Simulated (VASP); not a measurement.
# TePb (Fm-3m) in VASP: settings compared

TePb is run at these levels: revPBE, BLYP+D3(BJ), PBE+D4; tasks: single point.

Program: VASP 6.6.1. These are calculated values, not measurements. Logs are shortened: lines on timing, memory, paths and dates and some standing lists are left out, and cuts for length are marked.

**1. The cell of the first run**

The structure is cubic, space group Fm-3m (No. 225). The conventional cell has a = 6.375 Å, b = 6.375 Å, c = 6.375 Å, α = 90.00°, β = 90.00°, γ = 90.00°. Within 4.2 Å of Pb (site symmetry m-3m) lie 6 Te at 3.19 Å. Within 4.2 Å of Te (site symmetry m-3m) lie 6 Pb at 3.19 Å.

**2. Single point, revPBE**

The input, INCAR:

```
SYSTEM = TePb
PREC = Accurate ; ENCUT = 520
EDIFF = 1E-6 ; ISMEAR = -1
SIGMA = 0.05 ; LREAL = .FALSE.
LASPH = .TRUE. ; NELM = 100
ALGO = Normal ; ISIF = 2
LWAVE = .FALSE. ; LCHARG = .TRUE.
GGA = RE ; LELF = .TRUE.
LVHAR = .TRUE. ; NBANDS = 17
```

The input, KPOINTS:

```
Automatic mesh
0
G
  7 7 7
  0 0 0
```

The input, POSCAR:

```
TePb
1.0
    0.0000000000      3.1873324849      3.1873324849
    3.1873324849      0.0000000000      3.1873324849
    3.1873324849      3.1873324849      0.0000000000
Pb Te
1 1
Direct
    0.0000000000      0.0000000000      0.0000000000
    0.5000000000      0.5000000000      0.5000000000
```

Potentials or basis: VASP PAW PBE potentials, release 64 (Pb_d, Te).

Started as:

```console
$ cat potpaw_PBE.64/Pb_d/POTCAR potpaw_PBE.64/Te/POTCAR > POTCAR
$ mpirun -np 1 vasp_std > vasp.out
```

OUTCAR:

```text
SYSTEM = TePb
   PREC = Accurate
   ENCUT = 520
   EDIFF = 1E-6
   ISMEAR = -1
   LREAL = .FALSE.
   LASPH = .TRUE.
   NELM = 100
   ISIF = 2
   GGA = RE

 ion  position               nearest neighbor table
   1  0.000  0.000  0.000-   2 3.19   2 3.19   2 3.19   2 3.19   2 3.19   2 3.19
   2  0.500  0.500  0.500-   1 3.19   1 3.19   1 3.19   1 3.19   1 3.19   1 3.19

  LATTYP: Found a face centered cubic cell.
 ALAT       =     6.3746649698

  Lattice vectors:

 A1 = (   0.0000000000,   3.1873324849,   3.1873324849)
 A2 = (   3.1873324849,   0.0000000000,   3.1873324849)
 A3 = (   3.1873324849,   3.1873324849,   0.0000000000)

Analysis of symmetry for initial positions (statically):
=====================================================================
 Subroutine PRICEL returns:
 Original cell was already a primitive cell.

 Routine SETGRP: Setting up the symmetry group for a
 face centered cubic supercell.

 Subroutine GETGRP returns: Found 48 space group operations
[... 9 lines left out ...]

 Routine SETGRP: Setting up the symmetry group for a
 face centered cubic supercell.

 Subroutine GETGRP returns: Found 48 space group operations
[... 11 lines left out ...]
                                     Primitive cell

  volume of cell :      64.7608

  direct lattice vectors                    reciprocal lattice vectors
     0.000000000  3.187332485  3.187332485    -0.156870989  0.156870989  0.156870989
     3.187332485  0.000000000  3.187332485     0.156870989 -0.156870989  0.156870989
     3.187332485  3.187332485  0.000000000     0.156870989  0.156870989 -0.156870989

  length of vectors
     4.507568828  4.507568828  4.507568828     0.271708524  0.271708524  0.271708524

  position of ions in fractional coordinates (direct lattice)
     0.000000000  0.000000000  0.000000000
     0.500000000  0.500000000  0.500000000

  ion indices of the primitive-cell ions
   primitive index   ion index
                 1           1
                 2           2

----------------------------------------------------------------------------------------

 KPOINTS: Automatic mesh

Automatic generation of k-mesh.
 Grid dimensions read from file:
 generate k-points for:    7    7    7

 Generating k-lattice:

  Cartesian coordinates                     Fractional coordinates (reciprocal lattice)
    -0.022410141  0.022410141  0.022410141     0.142857143  0.000000000  0.000000000
     0.022410141 -0.022410141  0.022410141     0.000000000  0.142857143  0.000000000
     0.022410141  0.022410141 -0.022410141     0.000000000  0.000000000  0.142857143

  Length of vectors
     0.038815503  0.038815503  0.038815503

  Shift w.r.t. Gamma in fractional coordinates (k-lattice)
     0.000000000  0.000000000  0.000000000

 Subroutine IBZKPT returns following result:
 ===========================================

 Found     20 irreducible k-points:

 Following reciprocal coordinates:
            Coordinates               Weight
  0.000000  0.000000  0.000000      1.000000
  0.142857  0.000000  0.000000      8.000000
  0.285714  0.000000  0.000000      8.000000
  0.428571  0.000000  0.000000      8.000000
  0.142857  0.142857  0.000000      6.000000
  0.285714  0.142857  0.000000     24.000000
[... 12 lines left out ...]
 -0.428571  0.428571  0.142857     24.000000
 -0.285714  0.428571  0.142857     24.000000
   k-points           NKPTS =     20   k-points in BZ     NKDIM =     20   number of bands    NBANDS=     17
   number of dos      NEDOS =    301   number of ions     NIONS =      2
   total plane-waves  NPLWV =  46656
   dimension x,y,z NGX =    36 NGY =   36 NGZ =   36
   dimension x,y,z NGXF=    72 NGYF=   72 NGZF=   72
   ions per type =               1   1
   NGX,Y,Z   is equivalent  to a cutoff of  13.28, 13.28, 13.28 a.u.
   NGXF,Y,Z  is equivalent  to a cutoff of  26.55, 26.55, 26.55 a.u.
 SYSTEM =  TePb
   PREC   = accura    normal or accurate (medium, high low for compatibility)
   ISTART =      0    job   : 0-new  1-cont  2-samecut
   ICHARG =      2    charge: 1-file 2-atom 10-const
   ISPIN  =      1    spin polarized calculation?
   LNONCOLLINEAR =      F non collinear calculations
   LSORBIT =      F    spin-orbit coupling
   LASPH  =      T    aspherical Exc in radial PAW
   ENCUT  =  520.0 eV  38.22 Ry    6.18 a.u.   8.38  8.38  8.38*2*pi/ulx,y,z
   NELM   =    100;   NELMIN=  2; NELMDL= -5     # of ELM steps
   EDIFF  = 0.1E-05   stopping-criterion for ELM
   LREAL  =      F    real-space projection
   EDIFFG = 0.1E-04   stopping-criterion for IOM
   NSW    =      0    number of steps for IOM
   IBRION =     -1    ionic relax: 0-MD 1-quasi-New 2-CG
   NFREE  =      0    steps in history (QN), initial steepest desc. (CG)
   ISIF   =      2    stress and relaxation
   ISYM   =      2    0-nonsym 1-usesym 2-fastsym
   POTIM  = 0.5000    time-step for ionic-motion
   TEBEG  =    0.0;   TEEND  =   0.0 temperature during run
   PSTRESS=    0.0 pullay stress
   NELECT =      20.0000    total number of electrons
   NUPDOWN=      -1.0000    fix difference up-down
   EMIN   =  10.00;   EMAX   =-10.00  energy-range for DOS
   EFERMI =   0.00;   METHOD = LEGACY
   ISMEAR =    -1;   SIGMA  =   0.05  broadening in eV -4-tet -1-fermi 0-gaus
   EFERMI_NEDOS =   21; number of points for ismear=-14 and -15
   IALGO  =     38    algorithm
   IMIX   =      4    mixing-type and parameters
     AMIX     =   0.40;   BMIX     =  1.00
     AMIX_MAG =   1.60;   BMIX_MAG =  1.00
  volume/ion in A,a.u.               =      32.38       218.51
  Fermi-wavevector in a.u.,A,eV,Ry     =   1.106575  2.091123 16.660441  1.224508
  Thomas-Fermi vector in A             =   2.243078
   LORBIT       =      0    0 simple, 1 ext, 2 COOP (PROOUT), +10 PAW based schemes
   GGA     = RE    functional components
   LHFCALC =     F    Hartree Fock is set to
   AEXX    =    0.0000 exact exchange contribution
   IVDW    =     0    specifies the selected vdW correction
   LEPSILON=     F    determine dielectric tensor
   LRPA    =     F    only Hartree local field effects (RPA)
 non-spin polarized calculation
  energy-cutoff  :      520.00
  volume of cell :       64.76
 maximum number of plane-waves:      1807
 NGX is ok and might be reduce to    36
   NGX = 17   NGY = 17   NGZ = 17

 number of electron      19.9999999 magnetization

 Free energy of the ion-electron system (eV)
  ---------------------------------------------------
  ext. energy  EPLUGINS =         0.00000000
  ---------------------------------------------------
  free energy    TOTEN  =        -6.80708005 eV

  energy without entropy =       -6.80707706  energy(sigma->0) =       -6.80707855

 E-fermi :   6.6452     XC(G=0):  -9.3987

 val. band max:        6.1510503820   @ k =   0.4286   0.0000   0.0000
 cond. band min:       7.1331320748   @ k =   0.4286   0.0000   0.0000
 fundamental gap:      0.9820816928
 Fermi energy:         6.6451927184

 k-point     1 :       0.0000    0.0000    0.0000
  band No.  band energies     occupation
      1     -10.5921      2.00000
      2     -10.5921      2.00000
      3     -10.5822      2.00000
      4     -10.5822      2.00000
      5     -10.5822      2.00000
      6      -6.1078      2.00000
[... 9 lines left out ...]
     16      11.9566      0.00000
     17      13.5301      0.00000

 k-point     2 :       0.1429    0.0000    0.0000
  band No.  band energies     occupation
      1     -10.5950      2.00000
      2     -10.5950      2.00000
      3     -10.5816      2.00000
      4     -10.5788      2.00000
      5     -10.5788      2.00000
      6      -5.9231      2.00000
[... 9 lines left out ...]
     16      12.3478      0.00000
     17      14.9155      0.00000

 k-point     3 :       0.2857    0.0000    0.0000
  band No.  band energies     occupation
      1     -10.6029      2.00000
      2     -10.6029      2.00000
      3     -10.5805      2.00000
      4     -10.5700      2.00000
      5     -10.5700      2.00000
      6      -5.3984      2.00000
[... 9 lines left out ...]
     16      13.3947      0.00000
     17      17.2853      0.00000

 k-point     4 :       0.4286    0.0000    0.0000
  band No.  band energies     occupation
      1     -10.6095      2.00000
      2     -10.6095      2.00000
      3     -10.5799      2.00000
      4     -10.5627      2.00000
      5     -10.5627      2.00000
      6      -4.7195      2.00000
[... 9 lines left out ...]
     16      14.9303      0.00000
     17      16.4357      0.00000

 k-point     5 :       0.1429    0.1429    0.0000
  band No.  band energies     occupation
      1     -10.6022      2.00000
      2     -10.5896      2.00000
      3     -10.5843      2.00000
      4     -10.5768      2.00000
      5     -10.5768      2.00000
      6      -5.8613      2.00000
[... 9 lines left out ...]
     16      13.0256      0.00000
     17      14.3815      0.00000

 k-point     6 :       0.2857    0.1429    0.0000
  band No.  band energies     occupation
      1     -10.6132      2.00000
      2     -10.5924      2.00000
      3     -10.5840      2.00000
      4     -10.5712      2.00000
      5     -10.5685      2.00000
      6      -5.4503      2.00000
[... 9 lines left out ...]
     16      14.0870      0.00000
     17      15.7562      0.00000

 k-point     7 :       0.4286    0.1429    0.0000
  band No.  band energies     occupation
      1     -10.6200      2.00000
      2     -10.6004      2.00000
      3     -10.5801      2.00000
      4     -10.5667      2.00000
      5     -10.5612      2.00000
      6      -4.8038      2.00000
[... 9 lines left out ...]
     16      15.5032      0.00000
     17      16.3543      0.00000

 k-point     8 :      -0.4286    0.1429    0.0000
  band No.  band energies     occupation
      1     -10.6179      2.00000
      2     -10.6065      2.00000
      3     -10.5772      2.00000
      4     -10.5648      2.00000
      5     -10.5615      2.00000
      6      -4.4782      2.00000
[... 9 lines left out ...]
     16      14.7927      0.00000
     17      16.8416      0.00000
[... 123 lines left out ...]
      1     -10.6634      2.00000
      2     -10.5933      2.00000
      3     -10.5796      2.00000
      4     -10.5533      2.00000
      5     -10.5533      2.00000
      6      -4.4107      2.00000
[... 9 lines left out ...]
     16      16.4719      0.00000
     17      17.5718      0.00000

 k-point    16 :      -0.4286    0.4286    0.0000
  band No.  band energies     occupation
      1     -10.6614      2.00000
      2     -10.5900      2.00000
      3     -10.5833      2.00000
      4     -10.5547      2.00000
      5     -10.5531      2.00000
      6      -4.2215      2.00000
[... 9 lines left out ...]
     16      16.2598      0.00000
     17      17.3042      0.00000

 k-point    17 :       0.4286    0.2857    0.1429
  band No.  band energies     occupation
      1     -10.6251      2.00000
      2     -10.5942      2.00000
      3     -10.5832      2.00000
      4     -10.5647      2.00000
      5     -10.5644      2.00000
      6      -4.9736      2.00000
[... 9 lines left out ...]
     16      15.2523      0.00000
     17      16.0020      0.00000

 k-point    18 :      -0.4286    0.2857    0.1429
  band No.  band energies     occupation
      1     -10.6311      2.00000
      2     -10.5993      2.00000
      3     -10.5769      2.00000
      4     -10.5676      2.00000
      5     -10.5584      2.00000
      6      -4.4097      2.00000
[... 9 lines left out ...]
     16      15.6495      0.00000
     17      16.7422      0.00000

 k-point    19 :      -0.4286    0.4286    0.1429
  band No.  band energies     occupation
      1     -10.6517      2.00000
      2     -10.5882      2.00000
      3     -10.5859      2.00000
      4     -10.5606      2.00000
      5     -10.5534      2.00000
      6      -4.2889      2.00000
[... 9 lines left out ...]
     16      16.5227      0.00000
     17      17.2213      0.00000

 k-point    20 :      -0.2857    0.4286    0.1429
  band No.  band energies     occupation
      1     -10.6441      2.00000
      2     -10.5949      2.00000
      3     -10.5771      2.00000
      4     -10.5688      2.00000
      5     -10.5535      2.00000
      6      -4.1430      2.00000
[... 9 lines left out ...]
     16      16.5739      0.00000
     17      17.1371      0.00000

------------------------ aborting loop because EDIFF is reached ----------------------------------------

  FORCE on cell =-STRESS in cart. coord.  units (eV):
  Direction    XX          YY          ZZ          XY          YZ          ZX
  --------------------------------------------------------------------------------------
  -------------------------------------------------------------------------------------
  Total        2.1507869      2.1507869      2.1507869      0.0000000      0.0000000     -0.0000000
  in kB       53.2103181     53.2103181     53.2103181      0.0000000      0.0000000     -0.0000000
  external PRESSURE =      53.2103181 kB  Pullay stress =       0.0000000 kB

 VOLUME and BASIS-vectors are now :
 -----------------------------------------------------------------------------
  energy-cutoff  :      520.00
  volume of cell :       64.76
      direct lattice vectors                 reciprocal lattice vectors
     0.000000000  3.187332485  3.187332485    -0.156870989  0.156870989  0.156870989
     3.187332485  0.000000000  3.187332485     0.156870989 -0.156870989  0.156870989
     3.187332485  3.187332485  0.000000000     0.156870989  0.156870989 -0.156870989

 POSITION                                       TOTAL-FORCE (eV/Angst)
 -----------------------------------------------------------------------------------
      0.00000      0.00000      0.00000         0.000000     -0.000000      0.000000
      3.18733      3.18733      3.18733        -0.000000      0.000000     -0.000000
 -----------------------------------------------------------------------------------
    total drift:                               -0.000000      0.000000      0.000000

  FREE ENERGIE OF THE ION-ELECTRON SYSTEM (eV)
  ---------------------------------------------------
  free  energy   TOTEN  =        -6.8070800462 eV

  energy  without entropy=       -6.8070770610  energy(sigma->0) =       -6.80707855
```

It took 63 s on 1 thread of AMD EPYC 7R13, shared host; peak memory 0.18 GiB.

Results:

```yaml
Free_energy: -6.8071 eV
Pressure: 5.3 GPa
```

Levels at points of the mesh, in eV from the Fermi level:
```csv
k point,band 6,band 7,band 8,band 9,band 10,band 11,band 12,band 13,band 14,band 15
"(0.00, 0.00, 0.00)",-12.75,-5.86,-1.91,-1.91,-1.91,3.75,3.75,3.75,5.31,5.31
```

Caveat: this odd mesh misses L, where the gap lies, so gap, dielectric constants and Born charges aren't listed; the PAW data sets were made with another functional, which shifts forces and pressure a little; spin-orbit coupling is left out, which moves the levels of the heavy elements.

**3. Single point, BLYP+D3(BJ)**

This run uses another cell than the first one, of 31.71 Å³/atom, 0.979 times its volume.

The input, INCAR:

```
SYSTEM = TePb
AGGAC = 1.0
AGGAX = 1.0
ALDAC = 0.0
ALDAX = 1.0
ALGO = Normal
EDIFF = 1E-7
ENCUT = 520
GGA = B5
ISIF = 2
ISMEAR = -1
IVDW = 12
LASPH = .TRUE.
LCHARG = .FALSE.
LREAL = .FALSE.
LWAVE = .FALSE.
NBANDS = 17
NELM = 80
PREC = Accurate
SIGMA = 0.05
VDW_A1 = 0.4298
VDW_A2 = 4.2359
VDW_S6 = 1.0
VDW_S8 = 2.6996
```

The input, KPOINTS:

```
k-points
0
G
  7 7 7
  0 0 0
```

The input, POSCAR:

```
TePb
1.0
    0.0000000000      3.1650427173      3.1650427173
    3.1650427173      0.0000000000      3.1650427173
    3.1650427173      3.1650427173      0.0000000000
Pb Te
1 1
Direct
    0.0000000000      0.0000000000      0.0000000000
    0.5000000000      0.5000000000      0.5000000000
```

Potentials or basis: VASP PAW PBE potentials, release 64 (Pb_d, Te).

Started as:

```console
$ cat potpaw_PBE.64/Pb_d/POTCAR potpaw_PBE.64/Te/POTCAR > POTCAR
$ mpirun -np 1 vasp_std > vasp.out
```

Run time: 1.7 min. Hardware: 1 thread of AMD EPYC 7R13, shared host; peak memory 0.18 GiB.

It converged, with:

* Free energy: -8.1165 eV
* Pressure: 4.0 GPa
* Dispersion energy per atom: -1.025 eV

Levels at points of the mesh, in eV from the Fermi level:
| k point | band 6 | band 7 | band 8 | band 9 | band 10 | band 11 | band 12 | band 13 | band 14 | band 15 |
| --- | --- | --- | --- | --- | --- | --- | --- | --- | --- | --- |
| (0.00, 0.00, 0.00) | -12.97 | -5.96 | -2.02 | -2.02 | -2.02 | 3.66 | 3.66 | 3.66 | 5.45 | 5.45 |

Caveat: this odd mesh misses L, where the gap lies, so gap, dielectric constants and Born charges aren't listed; the PAW data sets were made with another functional, which shifts forces and pressure a little; spin-orbit coupling is left out, which moves the levels of the heavy elements.

**4. Single point, BLYP+D3(BJ)**

The input, INCAR:

```
SYSTEM = TePb
PREC = Accurate
ENCUT = 520
EDIFF = 1E-6
ISMEAR = -1
SIGMA = 0.05
LREAL = .FALSE.
LASPH = .TRUE.
NELM = 100
ALGO = Normal
ISIF = 2
LWAVE = .FALSE.
LCHARG = .FALSE.
GGA = B5
ALDAX = 1.0
AGGAX = 1.0
AGGAC = 1.0
ALDAC = 0.0
IVDW = 12
VDW_S6 = 1.0
VDW_S8 = 2.6996
VDW_A1 = 0.4298
VDW_A2 = 4.2359
NBANDS = 17
```

The input, KPOINTS:

```
regular mesh
0
G
  7 7 7
  0 0 0
```

The input, POSCAR:

```
TePb
1.0
    0.0000000000      3.1873324849      3.1873324849
    3.1873324849      0.0000000000      3.1873324849
    3.1873324849      3.1873324849      0.0000000000
Pb Te
1 1
Direct
    0.0000000000      0.0000000000      0.0000000000
    0.5000000000      0.5000000000      0.5000000000
```

Started as:

```console
$ cat potpaw_PBE.64/Pb_d/POTCAR potpaw_PBE.64/Te/POTCAR > POTCAR
$ mpirun -np 1 vasp_std > vasp.out
```

Wall time 82 s (1 thread of AMD EPYC 7R13, shared host); peak memory 0.19 GiB.

Results (log left out):

```yaml
Free_energy: -8.1451 eV
Pressure: 2.7 GPa
Dispersion_energy_per_atom: -1.003 eV
```

Levels at points of the mesh, in eV from the Fermi level:
```csv
k point,band 6,band 7,band 8,band 9,band 10,band 11,band 12,band 13,band 14,band 15
"(0.00, 0.00, 0.00)",-12.80,-6.03,-1.95,-1.95,-1.95,3.62,3.62,3.62,5.49,5.49
```

Caveat: this odd mesh misses L, where the gap lies, so gap, dielectric constants and Born charges aren't listed; the PAW data sets were made with another functional, which shifts forces and pressure a little; spin-orbit coupling is left out, which moves the levels of the heavy elements.

**5. Single point, PBE+D4**

This run uses another cell than the first one, of 33.05 Å³/atom, 1.021 times its volume.

The input, INCAR:

```
SYSTEM = TePb
PREC = Accurate ; ENCUT = 520
EDIFF = 1E-6 ; ISMEAR = -1
SIGMA = 0.05 ; LREAL = .False.
LASPH = .True. ; NELM = 80
ALGO = Normal ; ISIF = 2
LWAVE = .False. ; LCHARG = .False.
GGA = PE ; IVDW = 13
NBANDS = 17
```

The input, KPOINTS:

```
regular mesh
0
Gamma
  7 7 7
  0 0 0
```

The input, POSCAR:

```
TePb
1.0
    0.0000000000      3.2093147829      3.2093147829
    3.2093147829      0.0000000000      3.2093147829
    3.2093147829      3.2093147829      0.0000000000
Pb Te
1 1
Direct
    0.0000000000      0.0000000000      0.0000000000
    0.5000000000      0.5000000000      0.5000000000
```

Started as:

```console
$ cat potpaw_PBE.64/Pb_d/POTCAR potpaw_PBE.64/Te/POTCAR > POTCAR
$ mpirun -np 1 vasp_std > vasp.out
```

Wall time 62 s (1 thread of AMD EPYC 7R13, shared host); peak memory 0.18 GiB.

It converged, with:

- Free energy: -8.3732 eV
- Pressure: 1.0 GPa
- Dispersion energy per atom: -0.446 eV

Levels at points of the mesh, in eV from the Fermi level:
```csv
k point,band 7,band 8,band 9,band 10,band 11,band 12,band 13,band 14
"(0.00, 0.00, 0.00)",-5.93,-1.82,-1.82,-1.82,3.71,3.71,3.71,5.36
```

Caveat: this odd mesh misses L, where the gap lies, so gap, dielectric constants and Born charges aren't listed; spin-orbit coupling is left out, which moves the levels of the heavy elements.

**6. Summary**

| level | cell | pressure (GPa) |
| --- | --- | --- |
| revPBE | a = 4.508 Å, angles 60.0°, 2 atoms | 5.3 |
| BLYP+D3(BJ) | a = 4.476 Å, angles 60.0°, 2 atoms | 4.0 |
| BLYP+D3(BJ) | a = 4.508 Å, angles 60.0°, 2 atoms | 2.7 |
| PBE+D4 | a = 4.539 Å, angles 60.0°, 2 atoms | 1.0 |

Alike in all rows: task single point; potentials or basis VASP PAW PBE potentials, release 64 (Pb_d, Te); no spin polarisation; k mesh 7 × 7 × 7; cutoff (eV) 520; smearing fermi-dirac 0.05 eV.

Caveats: spin-orbit coupling is left out, which moves the levels of the heavy elements; the PAW data sets were made with another functional, which shifts forces and pressure a little (some runs).

Absolute energies hang on the potentials; compare differences alone.
